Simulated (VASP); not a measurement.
## HfN: single point with PBE

HfN:

```
Hf N
1.0
     0.00000    2.27390    2.27390
     2.27390    0.00000    2.27390
     2.27390    2.27390    0.00000
Hf N
1 1
Direct
  0.00000 0.00000 0.00000
  0.50000 0.50000 0.50000
```

| Property | Result |
| --- | --- |
| Program | VASP 6.6.1 |
| Task | single point |
| Functional | PBE |
| Potentials or basis | VASP PAW PBE potentials, release 64 (Hf_pv, N) |
| Cutoff | 520 eV |
| k mesh | 16 × 16 × 16 |
| Occupations | gaussian, width 0.1 eV |
| Spin | no spin polarisation |
| Dipole correction | no |
| Further INCAR settings | ALGO = Normal; EDIFF = 1e-07; NBANDS = 14 |

```json
{
 "Pressure": "-2.3 GPa"
}
```

Levels at points of the mesh, in eV from the Fermi level:
```
           k point  band 6  band 7  band 8  band 9  band 10  band 11
(0.00, 0.00, 0.00)   -3.00   -3.00   -0.34   -0.34    -0.34     1.61
(0.50, 0.00, 0.00)   -6.08   -6.08    3.19    3.60     3.60     4.32
(0.50, 0.50, 0.00)   -3.72   -3.68   -3.68    3.99     5.36     5.37
```

Run time: 25 s on 1 thread of AMD EPYC 9R45 96-Core Processor (Zen 5) (shared host), peak memory 0.15 GiB.

Caveat: spin-orbit coupling is left out, which moves the levels of the heavy elements.
